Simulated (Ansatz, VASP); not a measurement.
**WS2: VASP beside Ansatz**

Contents of INCAR:

```
SYSTEM = WS2
PREC = Accurate ; ENCUT = 520
EDIFF = 1E-6 ; ISMEAR = 0
SIGMA = 0.05 ; LREAL = .FALSE.
LASPH = .TRUE. ; NELM = 80
ALGO = Normal ; ISIF = 2
LWAVE = .FALSE. ; LCHARG = .FALSE.
GGA = CA ; NBANDS = 35
```

KPOINTS

```
Automatic mesh
0
G
  12 12 2
  0 0 0
```

The input POSCAR:

```
WS2
1.0
    3.2045772011      0.1719529230      0.1719529230
   -1.4533730010      2.6892688031      0.0629391381
    1.2838415798      1.2838415798     23.9261385331
W S
2 4
Direct
    0.3333333333      0.6666666667      0.6302757360
    0.6666666667      0.3333333333      0.3697242640
    0.3333333333      0.6666666667      0.3028928957
    0.6666666667      0.3333333333      0.5633280735
    0.3333333333      0.6666666667      0.4366719265
    0.6666666667      0.3333333333      0.6971071043
```

Input for Ansatz:

```yaml
crystal:
  lattice:
    - [3.2045772011, 0.171952923, 0.171952923]
    - [-1.453373001, 2.6892688031, 0.0629391381]
    - [1.2838415798, 1.2838415798, 23.9261385331]
  atoms:
    - { symbol: W, position: [0.3333333333, 0.6666666667, 0.630275736] }
    - { symbol: W, position: [0.6666666667, 0.3333333333, 0.369724264] }
    - { symbol: S, position: [0.3333333333, 0.6666666667, 0.3028928957] }
    - { symbol: S, position: [0.6666666667, 0.3333333333, 0.5633280735] }
    - { symbol: S, position: [0.3333333333, 0.6666666667, 0.4366719265] }
    - { symbol: S, position: [0.6666666667, 0.3333333333, 0.6971071043] }
basis:
  ecutwfc: 420
kpoints:
  mp_grid: { grid: [12, 12, 2] }
hamiltonian:
  xc: lda
  pseudopotentials: { kind: paw, azcp: { folder: soft_1 } }
scf:
  occupations: { method: gaussian, width: 0.05 }
output:
  forces: true
  stress: true
  eigenvalues: true
```

Change from the starting cell: equal engineering shear yz, xz and xy +0.1100, equal normal strain along x, y and z +0.0250.

Alike in both runs: task single point; functional LDA; k mesh 12 × 12 × 2; occupations gaussian, width 0.05 eV; no spin polarisation.

|  | VASP | Ansatz |
| --- | --- | --- |
| version | VASP 6.6.1 | Ansatz 0.2.0 |
| potentials or method | VASP PAW LDA potentials, release 64 (W_sv, S), cutoff 520 eV | scalar-relativistic, plane waves, PAW |
| valence electrons in the cell | 52 | 52 |

```csv
,VASP,Ansatz,Ansatz less VASP
gap on the k mesh at the Fermi level (eV),1.00,0.99,-0.007
least direct gap on the mesh (eV),1.31,1.30,-0.005
rms of the force components (eV/Å),0.890,0.891,+0.0008
```

Ansatz warns that its potentials were made for another functional, while VASP's fit it. LDA's correlation is that of Perdew and Zunger in VASP and of Perdew and Wang (1992) in Ansatz. Atom by atom the forces differ by 0.020 eV/Å (rms over components).

Spin-orbit coupling is off throughout.
